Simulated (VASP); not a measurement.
Sn, 1 atom in the cell. The structure is tetragonal, space group I4/mmm (No. 139). The conventional cell has a = 4.063 Å, b = 4.063 Å, c = 3.367 Å, α = 90.00°, β = 90.00°, γ = 90.00°. Sn (site symmetry 4/mmm) has 14 Sn at 3.33 to 4.06 Å within 4.4 Å. 

| Item | Value |
| --- | --- |
| Program | VASP 6.6.1 |
| Task | single point |
| Functional | PBE |
| Potentials or basis | VASP PAW PBE potentials, release 64 (Sn_d) |
| Cutoff | 520 eV |
| k mesh | 10 × 10 × 10 |
| Occupations | methfessel-paxton, width 0.2 eV |
| Spin | no spin polarisation |
| Dipole correction | no |
| Further INCAR settings | ALGO = Normal; EDIFF = 1e-06; NBANDS = 13 |

Potentials or basis: VASP PAW PBE potentials, release 64 (Sn_d).

Launch:

```console
$ cat potpaw_PBE.64/Sn_d/POTCAR > POTCAR
$ mpirun -np 1 vasp_std > vasp.out
```

Hardware: 1 thread of AMD EPYC 9R45 96-Core Processor (Zen 5) (shared host).

Question: Estimate the wall time of this run.

Answer: It took 17 s on 1 thread of AMD EPYC 9R45 96-Core Processor (Zen 5) (shared host), peak memory 0.14 GiB. Counts: scf iterations 10, k points 102.
